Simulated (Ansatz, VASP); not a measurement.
Si2W: VASP beside Ansatz

Contents of INCAR:

```
PREC     = Accurate       # precision mode
ENCUT    = 520            # plane-wave cutoff, eV
EDIFF    = 1E-6           # SCF threshold, eV
ISMEAR   = 0              # smearing method
SIGMA    = 0.03           # smearing width, eV
LREAL    = False          # projectors in reciprocal space
LASPH    = True           # aspherical terms in the spheres
NELM     = 80             # most SCF steps
ALGO     = Normal         # electronic algorithm
ISIF     = 2              # what is computed and relaxed
LWAVE    = False          # write WAVECAR
LCHARG   = False          # write CHGCAR
GGA      = PE             # functional
NBANDS   = 43             # bands
```

File KPOINTS:

```
Automatic mesh
0
Gamma
  9 9 6
```

POSCAR

```
Si2W
1.0
    4.5661651910      0.0000000000      0.0000000000
   -2.2830825955      3.9544150533      0.0000000000
    0.0000000000      0.0000000000      6.7880611730
Si W
6 3
Direct
    0.8238313095      0.6476626189      0.5000000000
    0.1761686905      0.8238313095      0.8333333333
    0.6476626189      0.8238313095      0.1666666667
    0.1761686905      0.3523373811      0.5000000000
    0.8238313095      0.1761686905      0.8333333333
    0.3523373811      0.1761686905      0.1666666667
    0.0000000000      0.5000000000      0.1666666667
    0.5000000000      0.5000000000      0.8333333333
    0.5000000000      0.0000000000      0.5000000000
```

Input for Ansatz:

```yaml
crystal:
  lattice:
    - [4.566165191, 0.0, 0.0]
    - [-2.2830825955, 3.9544150533, 0.0]
    - [0.0, 0.0, 6.788061173]
  atoms:
    - { symbol: Si, position: [0.8238313095, 0.6476626189, 0.5] }
    - { symbol: Si, position: [0.1761686905, 0.8238313095, 0.8333333333] }
    - { symbol: Si, position: [0.6476626189, 0.8238313095, 0.1666666667] }
    - { symbol: Si, position: [0.1761686905, 0.3523373811, 0.5] }
    - { symbol: Si, position: [0.8238313095, 0.1761686905, 0.8333333333] }
    - { symbol: Si, position: [0.3523373811, 0.1761686905, 0.1666666667] }
    - { symbol: W, position: [0.0, 0.5, 0.1666666667] }
    - { symbol: W, position: [0.5, 0.5, 0.8333333333] }
    - { symbol: W, position: [0.5, 0.0, 0.5] }
basis:
  ecutwfc: 420
kpoints:
  mp_grid: { grid: [9, 9, 6] }
hamiltonian:
  xc: pbe
  pseudopotentials: { kind: paw, azcp: { folder: soft_1 } }
scf:
  occupations: { method: gaussian, width: 0.03 }
output:
  forces: true
  stress: true
  eigenvalues: true
  write_density: true
  write_potential: true
  elf: true
  volumetric_format: npy
```

Alike in both runs: task single point; functional PBE; k mesh 9 × 9 × 6; occupations gaussian, width 0.03 eV; no spin polarisation.

|  | VASP | Ansatz |
| --- | --- | --- |
| version | VASP 6.6.1 | Ansatz 0.2.0 |
| potentials or method | VASP PAW PBE potentials, release 64 (Si, W_sv), cutoff 520 eV | scalar-relativistic, plane waves, PAW |
| valence electrons in the cell | 66 | 66 |

```tsv
	VASP	Ansatz	Ansatz less VASP
gap on the k mesh at the Fermi level (eV)	0.37	0.37	+0.001
least direct gap on the mesh (eV)	0.84	0.84	+0.001
pressure (GPa)	1.8	1.7	-0.03
traceless stress, the component that is largest in VASP (GPa)	-5.17	-5.18	-0.013
rms of the force components (eV/Å)	0.745	0.744	-0.0008
```

Atom by atom the forces differ by 0.001 eV/Å (rms over components). The functional is the same, so the differences come from potentials, cutoffs and numerics.

Neither program's run includes spin-orbit coupling.
